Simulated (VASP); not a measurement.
# TaN (P-6m2) in VASP: a series of runs

The runs below take TaN through electric field gradients, with PBE, LDA, revPBE.

All numbers are computed with VASP 6.6.1; they aren't measurements. Logs are shortened: lines on timing, memory, paths and dates and some standing lists are left out, and cuts for length are marked.

## (1) The cell of the first run

It takes space group P-6m2 (No. 187, hexagonal). Conventional cell: a = 2.909 Å, b = 2.909 Å, c = 2.883 Å, α = 90.00°, β = 90.00°, γ = 120.00°. Within 3.0 Å of Ta (site symmetry -6m2) lie 6 N at 2.21 Å and 8 Ta at 2.88 to 2.91 Å. N (site symmetry -6m2) has 6 Ta at 2.21 Å and 8 N at 2.88 to 2.91 Å within 3.0 Å.

## (2) Electric field gradients, PBE (equal xx and yy strain of -1 %)

The input, INCAR:

```
PREC = Accurate ; ENCUT = 520
EDIFF = 1E-8 ; ISMEAR = -1
SIGMA = 0.02 ; LREAL = False
LASPH = True ; NELM = 60
ALGO = Normal ; ISIF = 2
LWAVE = False ; LCHARG = False
GGA = PE ; LEFG = True
NBANDS = 15
```

The input, KPOINTS:

```
Automatic mesh
0
Gamma
  12 12 10
```

The input, POSCAR:

```
TaN
1.0
    2.9086188698      0.0000000000      0.0000000000
   -1.4543094349      2.5189378312      0.0000000000
    0.0000000000      0.0000000000      2.8830000000
Ta N
1 1
Direct
    0.3333333333      0.6666666667      0.5000000000
    0.0000000000      0.0000000000      0.0000000000
```

Potentials or basis: VASP PAW PBE potentials, release 64 (Ta_pv, N).

Launch:

```sh
$ cat potpaw_PBE.64/Ta_pv/POTCAR potpaw_PBE.64/N/POTCAR > POTCAR
$ mpirun -np 1 vasp_std > vasp.out
```

OUTCAR:

```text
PREC = Accurate
   ENCUT = 520
   EDIFF = 1E-8
   ISMEAR = -1
   LREAL = False
   LASPH = True
   NELM = 60
   ISIF = 2
   GGA = PE

 ion  position               nearest neighbor table
   1  0.333  0.667  0.500-   2 2.21   2 2.21   2 2.21   2 2.21   2 2.21   2 2.21
   2  0.000  0.000  0.000-   1 2.21   1 2.21   1 2.21   1 2.21   1 2.21   1 2.21

  LATTYP: Found a hexagonal cell.
 ALAT       =     2.9086188698
 C/A-ratio  =     0.9911920843

  Lattice vectors:

 A1 = (   2.9086188698,   0.0000000000,   0.0000000000)
 A2 = (  -1.4543094349,   2.5189378312,   0.0000000000)
 A3 = (   0.0000000000,   0.0000000000,   2.8830000000)

Analysis of symmetry for initial positions (statically):
=====================================================================
 Subroutine PRICEL returns:
 Original cell was already a primitive cell.

 Routine SETGRP: Setting up the symmetry group for a
 hexagonal supercell.

 Subroutine GETGRP returns: Found 12 space group operations
 (whereof 12 operations were pure point group operations)
 out of a pool of 24 trial point group operations.

The static configuration has the point symmetry D_3h.

Analysis of symmetry for dynamics (positions and initial velocities):
=====================================================================
 Subroutine PRICEL returns:
 Original cell was already a primitive cell.

 Routine SETGRP: Setting up the symmetry group for a
 hexagonal supercell.

 Subroutine GETGRP returns: Found 12 space group operations
 (whereof 12 operations were pure point group operations)
 out of a pool of 24 trial point group operations.

The dynamic configuration has the point symmetry D_3h.

 Subroutine INISYM returns: Found 12 space group operations
 (whereof 12 operations are pure point group operations),
 and found     1 'primitive' translations

----------------------------------------------------------------------------------------

                                     Primitive cell

  volume of cell :      21.1227

  direct lattice vectors                    reciprocal lattice vectors
     2.908618870  0.000000000  0.000000000     0.343805787  0.198496364  0.000000000
    -1.454309435  2.518937831  0.000000000     0.000000000  0.396992727  0.000000000
[... 137 lines left out ...]
 fundamental gap:      0.1506717462
 Fermi energy:         8.5749768615

 k-point     1 :       0.0000    0.0000    0.0000
  band No.  band energies     occupation
      1     -26.3534      2.00000
      2     -26.0389      2.00000
      3     -26.0389      2.00000
      4      -9.4597      2.00000
      5       3.8910      2.00000
      6       3.8910      2.00000
      7       4.1347      2.00000
      8       5.4507      2.00000
      9      10.9132      0.00000
     10      12.0844      0.00000
     11      12.0844      0.00000
     12      12.5657      0.00000
     13      12.5657      0.00000
     14      21.6825      0.00000
[... 401 lines left out ...]
      2     -26.3185      2.00000
      3     -26.2227      2.00000
      4      -7.6536      2.00000
      5       0.8204      2.00000
      6       3.2982      2.00000
      7       4.8094      2.00000
      8       5.6950      2.00000
      9      11.1761      0.00000
     10      11.5309      0.00000
     11      13.1293      0.00000
     12      13.6049      0.00000
     13      15.7626      0.00000
     14      21.8030      0.00000
     15      21.9788      0.00000

 [... further k-points ...]

------------------------ aborting loop because EDIFF is reached ----------------------------------------

  FORCE on cell =-STRESS in cart. coord.  units (eV):
  Direction    XX          YY          ZZ          XY          YZ          ZX
  --------------------------------------------------------------------------------------
  -------------------------------------------------------------------------------------
  Total        1.8805262      1.8805262      1.2751255      0.0000000     -0.0000000      0.0000000
  in kB      142.6399144    142.6399144     96.7196285      0.0000000     -0.0000000      0.0000000
  external PRESSURE =     127.3331524 kB  Pullay stress =       0.0000000 kB

 VOLUME and BASIS-vectors are now :
 -----------------------------------------------------------------------------
  energy-cutoff  :      520.00
  volume of cell :       21.12
      direct lattice vectors                 reciprocal lattice vectors
     2.908618870  0.000000000  0.000000000     0.343805787  0.198496364  0.000000000
    -1.454309435  2.518937831  0.000000000     0.000000000  0.396992727  0.000000000
     0.000000000  0.000000000  2.883000000     0.000000000  0.000000000  0.346860909

 POSITION                                       TOTAL-FORCE (eV/Angst)
 -----------------------------------------------------------------------------------
     -0.00000      1.67929      1.44150        -0.000000      0.000000      0.000000
      0.00000      0.00000      0.00000         0.000000     -0.000000      0.000000
 -----------------------------------------------------------------------------------
    total drift:                                0.000000     -0.000000     -0.000000

  FREE ENERGIE OF THE ION-ELECTRON SYSTEM (eV)
  ---------------------------------------------------
  free  energy   TOTEN  =       -22.4147292274 eV

  energy  without entropy=      -22.4146331723  energy(sigma->0) =      -22.41468120

 Electric field gradients (V/A^2)
---------------------------------------------------------------------
 ion       V_xx      V_yy      V_zz      V_xy      V_xz      V_yz
---------------------------------------------------------------------
   1     -11.654   -11.654    23.308     0.000     0.000    -0.000
   2      -1.044    -1.043     2.088     0.001    -0.000     0.000
---------------------------------------------------------------------

 Electric field gradients after diagonalization (V/A^2)
 (convention: |V_zz| > |V_xx| > |V_yy|)
----------------------------------------------------------------------
 ion       V_xx      V_yy      V_zz     asymmetry (V_yy - V_xx)/ V_zz
----------------------------------------------------------------------
   1     -11.654   -11.654    23.308       0.000
   2      -1.045    -1.043     2.088       0.001
----------------------------------------------------------------------

           NMR quadrupolar parameters

 Cq : quadrupolar parameter    Cq=e*Q*V_zz/h
 eta: asymmetry parameters     (V_yy - V_xx)/ V_zz
 Q  : nuclear electric quadrupole moment in mb (millibarn)
----------------------------------------------------------------------
 ion       Cq(MHz)       eta       Q (mb)
----------------------------------------------------------------------
   1       0.056       0.000       1.000
   2       0.005       0.001       1.000
----------------------------------------------------------------------
```

OSZICAR:

```text
N       E                     dE             d eps       ncg     rms          rms(c)
DAV:   1     0.913810410421E+02    0.91381E+02   -0.86571E+03  3420   0.113E+03
DAV:   2    -0.221551971058E+02   -0.11354E+03   -0.10681E+03  4134   0.309E+02
DAV:   3    -0.249260222183E+02   -0.27708E+01   -0.27597E+01  3924   0.448E+01
DAV:   4    -0.249369946251E+02   -0.10972E-01   -0.10969E-01  4442   0.305E+00
DAV:   5    -0.249370613905E+02   -0.66765E-04   -0.66763E-04  3973   0.219E-01    0.244E+01
DAV:   6    -0.224844277339E+02    0.24526E+01   -0.39918E+00  4428   0.237E+01    0.103E+01
DAV:   7    -0.224423359974E+02    0.42092E-01   -0.63732E-01  3714   0.617E+00    0.722E+00
DAV:   8    -0.224237919758E+02    0.18544E-01   -0.14560E-01  4267   0.327E+00    0.173E+00
DAV:   9    -0.224147204319E+02    0.90715E-02   -0.17552E-02  3770   0.112E+00    0.171E-01
DAV:  10    -0.224148094341E+02   -0.89002E-04   -0.13224E-03  4211   0.407E-01    0.896E-02
DAV:  11    -0.224147295903E+02    0.79844E-04   -0.10237E-04  4064   0.108E-01    0.124E-02
DAV:  12    -0.224147294204E+02    0.16986E-06   -0.13808E-05  3826   0.338E-02    0.441E-03
DAV:  13    -0.224147293605E+02    0.59919E-07   -0.94262E-08  4148   0.302E-03    0.302E-03
DAV:  14    -0.224147292266E+02    0.13383E-06   -0.22097E-08  4120   0.143E-03    0.386E-04
DAV:  15    -0.224147292274E+02   -0.74465E-09   -0.98096E-10  1794   0.328E-04
   1 F= -.22414729E+02 E0= -.22414681E+02  d E =-.960551E-04
```

Run time: 34 s. Hardware: 1 thread of Intel Xeon Platinum 8375C at 2.90GHz (Ice Lake), shared host; peak memory 0.16 GiB.

Results:

```
Free energy                             : -22.4147 eV
Pressure                                : 12.7 GPa
Band gap on the k mesh                  : zero (bands 8 and 9 overlap by 0.47 eV)
Largest electric field gradient by atom : Ta +23.3; N +2.1 V/Å²
```

Stress tensor (GPa, compression positive):
```
14.26  0.00  0.00
 0.00 14.26  0.00
 0.00  0.00  9.67
```

Electric field gradients, principal values (V/Å²):
```
atom    least   middle  greatest (by size)
1 Ta  -11.654  -11.654              23.308
 2 N   -1.043   -1.045               2.088
```

Caveat: the cell differs from its parent crystal (equal xx and yy strain of -1 %); the cell stands under pressure; without QUAD_EFG the Cq values of the log hold for a quadrupole moment of 1 mb, not for the nuclei; spin-orbit coupling is left out, which moves the levels of the heavy elements.

## (3) Electric field gradients, PBE (equal xx and yy strain of -1 %)

The input, INCAR:

```
SYSTEM = TaN
PREC = Accurate ; ENCUT = 520
EDIFF = 1E-8 ; ISMEAR = -1
SIGMA = 0.02 ; LREAL = .FALSE.
LASPH = .TRUE. ; NELM = 100
ALGO = Normal ; ISIF = 2
LWAVE = .FALSE. ; LCHARG = .FALSE.
GGA = PE ; LEFG = .TRUE.
NBANDS = 15
```

The input, KPOINTS:

```
regular mesh
0
G
  12 12 10
  0 0 0
```

POSCAR is that of step 2.

Potentials or basis: VASP PAW PBE potentials, release 64 (Ta_pv, N).

Launch:

```sh
$ cat potpaw_PBE.64/Ta_pv/POTCAR potpaw_PBE.64/N/POTCAR > POTCAR
$ mpirun -np 1 vasp_std > vasp.out
```

OUTCAR:

```text
SYSTEM = TaN
   PREC = Accurate
   ENCUT = 520
   EDIFF = 1E-8
   ISMEAR = -1
   LREAL = .FALSE.
   LASPH = .TRUE.
   NELM = 100
   ISIF = 2
   GGA = PE

 ion  position               nearest neighbor table
   1  0.333  0.667  0.500-   2 2.21   2 2.21   2 2.21   2 2.21   2 2.21   2 2.21
   2  0.000  0.000  0.000-   1 2.21   1 2.21   1 2.21   1 2.21   1 2.21   1 2.21

  LATTYP: Found a hexagonal cell.
 ALAT       =     2.9086188698
 C/A-ratio  =     0.9911920843

  Lattice vectors:

 A1 = (   2.9086188698,   0.0000000000,   0.0000000000)
 A2 = (  -1.4543094349,   2.5189378312,   0.0000000000)
[... 645 lines left out ...]
  free  energy   TOTEN  =       -22.4147292274 eV

  energy  without entropy=      -22.4146331723  energy(sigma->0) =      -22.41468120

 Electric field gradients (V/A^2)
---------------------------------------------------------------------
 ion       V_xx      V_yy      V_zz      V_xy      V_xz      V_yz
---------------------------------------------------------------------
   1     -11.654   -11.654    23.308     0.000     0.000    -0.000
   2      -1.044    -1.043     2.088     0.001    -0.000     0.000
---------------------------------------------------------------------

 Electric field gradients after diagonalization (V/A^2)
 (convention: |V_zz| > |V_xx| > |V_yy|)
----------------------------------------------------------------------
 ion       V_xx      V_yy      V_zz     asymmetry (V_yy - V_xx)/ V_zz
----------------------------------------------------------------------
   1     -11.654   -11.654    23.308       0.000
   2      -1.045    -1.043     2.088       0.001
----------------------------------------------------------------------

           NMR quadrupolar parameters

 Cq : quadrupolar parameter    Cq=e*Q*V_zz/h
 eta: asymmetry parameters     (V_yy - V_xx)/ V_zz
 Q  : nuclear electric quadrupole moment in mb (millibarn)
----------------------------------------------------------------------
 ion       Cq(MHz)       eta       Q (mb)
----------------------------------------------------------------------
   1       0.056       0.000       1.000
   2       0.005       0.001       1.000
----------------------------------------------------------------------
```

OSZICAR:

```text
N       E                     dE             d eps       ncg     rms          rms(c)
DAV:   1     0.913810410421E+02    0.91381E+02   -0.86571E+03  3420   0.113E+03
DAV:   2    -0.221551971058E+02   -0.11354E+03   -0.10681E+03  4134   0.309E+02
DAV:   3    -0.249260222183E+02   -0.27708E+01   -0.27597E+01  3924   0.448E+01
DAV:   4    -0.249369946251E+02   -0.10972E-01   -0.10969E-01  4442   0.305E+00
DAV:   5    -0.249370613905E+02   -0.66765E-04   -0.66763E-04  3973   0.219E-01    0.244E+01
DAV:   6    -0.224844277339E+02    0.24526E+01   -0.39918E+00  4428   0.237E+01    0.103E+01
DAV:   7    -0.224423359974E+02    0.42092E-01   -0.63732E-01  3714   0.617E+00    0.722E+00
DAV:   8    -0.224237919758E+02    0.18544E-01   -0.14560E-01  4267   0.327E+00    0.173E+00
DAV:   9    -0.224147204319E+02    0.90715E-02   -0.17552E-02  3770   0.112E+00    0.171E-01
DAV:  10    -0.224148094341E+02   -0.89002E-04   -0.13224E-03  4211   0.407E-01    0.896E-02
DAV:  11    -0.224147295903E+02    0.79844E-04   -0.10237E-04  4064   0.108E-01    0.124E-02
DAV:  12    -0.224147294204E+02    0.16986E-06   -0.13808E-05  3826   0.338E-02    0.441E-03
DAV:  13    -0.224147293605E+02    0.59919E-07   -0.94262E-08  4148   0.302E-03    0.302E-03
DAV:  14    -0.224147292266E+02    0.13383E-06   -0.22097E-08  4120   0.143E-03    0.386E-04
DAV:  15    -0.224147292274E+02   -0.74465E-09   -0.98096E-10  1794   0.328E-04
   1 F= -.22414729E+02 E0= -.22414681E+02  d E =-.960551E-04
```

Wall time 30 s (1 thread of Intel Xeon Platinum 8375C at 2.90GHz (Ice Lake), shared host); peak memory 0.17 GiB.

Results:

```
Free energy                             : -22.4147 eV
Pressure                                : 12.7 GPa
Band gap on the k mesh                  : zero (bands 8 and 9 overlap by 0.47 eV)
Largest electric field gradient by atom : Ta +23.3; N +2.1 V/Å²
```

Electric field gradients, principal values (V/Å²):
```
atom    least   middle  greatest (by size)
1 Ta  -11.654  -11.654              23.308
 2 N   -1.043   -1.045               2.088
```

Caveat: the cell differs from its parent crystal (equal xx and yy strain of -1 %); the cell stands under pressure; without QUAD_EFG the Cq values of the log hold for a quadrupole moment of 1 mb, not for the nuclei; spin-orbit coupling is left out, which moves the levels of the heavy elements.

## (4) Electric field gradients, LDA (10.34 Å³/atom)

This run uses another cell than the first one, of 10.34 Å³/atom.

The input, INCAR:

```
ALGO = Normal
EDIFF = 1E-8
ENCUT = 520
GGA = CA
ISIF = 2
ISMEAR = -1
LASPH = T
LCHARG = F
LEFG = T
LREAL = F
LWAVE = F
NBANDS = 15
NELM = 60
PREC = Accurate
SIGMA = 0.02
```

The input, KPOINTS:

```
k-points
0
Gamma
  12 12 10
```

The input, POSCAR:

```
TaN
1.0
    2.8982913036      0.0000000000      0.0000000000
   -1.4491456518      2.5099938965      0.0000000000
    0.0000000000      0.0000000000      2.8440357641
Ta N
1 1
Direct
    0.3333333333      0.6666666667      0.5000000000
    0.0000000000      0.0000000000      0.0000000000
```

Potentials or basis: VASP PAW LDA potentials, release 64 (Ta_pv, N).

Launch:

```sh
$ cat potpaw_LDA.64/Ta_pv/POTCAR potpaw_LDA.64/N/POTCAR > POTCAR
$ mpirun -np 1 vasp_std > vasp.out
```

OUTCAR:

```text
EDIFF = 1E-8
   ENCUT = 520
   GGA = CA
   ISIF = 2
   ISMEAR = -1
   LASPH = T
   LREAL = F
   NELM = 60
   PREC = Accurate

 ion  position               nearest neighbor table
   1  0.333  0.667  0.500-   2 2.20   2 2.20   2 2.20   2 2.20   2 2.20   2 2.20
   2  0.000  0.000  0.000-   1 2.20   1 2.20   1 2.20   1 2.20   1 2.20   1 2.20

  LATTYP: Found a hexagonal cell.
 ALAT       =     2.8982913036
 C/A-ratio  =     0.9812801634

  Lattice vectors:

[... 644 lines left out ...]

  FREE ENERGIE OF THE ION-ELECTRON SYSTEM (eV)
  ---------------------------------------------------
  free  energy   TOTEN  =       -24.7137005371 eV

  energy  without entropy=      -24.7136010926  energy(sigma->0) =      -24.71365081

 Electric field gradients (V/A^2)
---------------------------------------------------------------------
 ion       V_xx      V_yy      V_zz      V_xy      V_xz      V_yz
---------------------------------------------------------------------
   1      -6.070    -6.070    12.140     0.000     0.000    -0.000
   2       0.318     0.317    -0.635    -0.001    -0.000     0.000
---------------------------------------------------------------------

 Electric field gradients after diagonalization (V/A^2)
 (convention: |V_zz| > |V_xx| > |V_yy|)
----------------------------------------------------------------------
 ion       V_xx      V_yy      V_zz     asymmetry (V_yy - V_xx)/ V_zz
----------------------------------------------------------------------
   1      -6.070    -6.070    12.140       0.000
   2       0.318     0.317    -0.635       0.002
----------------------------------------------------------------------

           NMR quadrupolar parameters

 Cq : quadrupolar parameter    Cq=e*Q*V_zz/h
 eta: asymmetry parameters     (V_yy - V_xx)/ V_zz
 Q  : nuclear electric quadrupole moment in mb (millibarn)
----------------------------------------------------------------------
 ion       Cq(MHz)       eta       Q (mb)
----------------------------------------------------------------------
   1       0.029       0.000       1.000
   2      -0.002       0.002       1.000
----------------------------------------------------------------------
```

OSZICAR:

```text
N       E                     dE             d eps       ncg     rms          rms(c)
DAV:   1     0.870192162625E+02    0.87019E+02   -0.88410E+03  3420   0.114E+03
DAV:   2    -0.246773688482E+02   -0.11170E+03   -0.10566E+03  4148   0.301E+02
DAV:   3    -0.272368971242E+02   -0.25595E+01   -0.25502E+01  4162   0.415E+01
DAV:   4    -0.272455803788E+02   -0.86833E-02   -0.86806E-02  4267   0.271E+00
DAV:   5    -0.272456286204E+02   -0.48242E-04   -0.48227E-04  4120   0.185E-01    0.254E+01
DAV:   6    -0.248469030026E+02    0.23987E+01   -0.42938E+00  4029   0.234E+01    0.109E+01
DAV:   7    -0.247532199462E+02    0.93683E-01   -0.45584E-01  3574   0.532E+00    0.735E+00
DAV:   8    -0.247188655247E+02    0.34354E-01   -0.12211E-01  3966   0.300E+00    0.133E+00
DAV:   9    -0.247138912863E+02    0.49742E-02   -0.10217E-02  3693   0.821E-01    0.174E-01
DAV:  10    -0.247137594918E+02    0.13179E-03   -0.58993E-04  3945   0.287E-01    0.125E-01
DAV:  11    -0.247136999405E+02    0.59551E-04   -0.92883E-05  3742   0.885E-02    0.119E-02
DAV:  12    -0.247137005754E+02   -0.63495E-06   -0.62359E-06  3714   0.209E-02    0.294E-03
DAV:  13    -0.247137005453E+02    0.30120E-07   -0.55902E-08  4113   0.225E-03    0.177E-03
DAV:  14    -0.247137005371E+02    0.82130E-08   -0.10351E-08  2621   0.122E-03
   1 F= -.24713701E+02 E0= -.24713651E+02  d E =-.994445E-04
```

stdout:

```text
POSCAR found type information on POSCAR TaN
 POSCAR found :  2 types and       2 ions
 scaLAPACK will be used
 LDA part: xc-table for (Slater(with rela. corr.)+CA(PZ))
 , standard interpolation
 POSCAR, INCAR and KPOINTS ok, starting setup
 FFT: planning ... GRIDC
 FFT: planning ... GRID_SOFT
 FFT: planning ... GRID
 WAVECAR not read
 entering main loop
ion   1

ion   2
```

It took 18 s on 1 thread of Intel Xeon Platinum 8259CL at 2.50GHz (Skylake/Cascade Lake), shared host; peak memory 0.15 GiB.

What came out:

```yaml
Free_energy: -24.7137 eV
Pressure: 5.3 GPa
Band_gap_on_the_k_mesh: zero (bands 8 and 9 overlap by 0.52 eV)
Largest_electric_field_gradient_by_atom: Ta +12.1; N -0.6 V/Å²
```

Electric field gradients, principal values (V/Å²):
| atom | least | middle | greatest (by size) |
| --- | --- | --- | --- |
| 1 Ta | -6.070 | -6.070 | 12.140 |
| 2 N | 0.317 | 0.318 | -0.635 |

Caveat: the cell stands under pressure; without QUAD_EFG the Cq values of the log hold for a quadrupole moment of 1 mb, not for the nuclei; spin-orbit coupling is left out, which moves the levels of the heavy elements.

[end of part 1 of 2]

The gap in the log of VASP goes by the Fermi energy; the results here count the filled bands.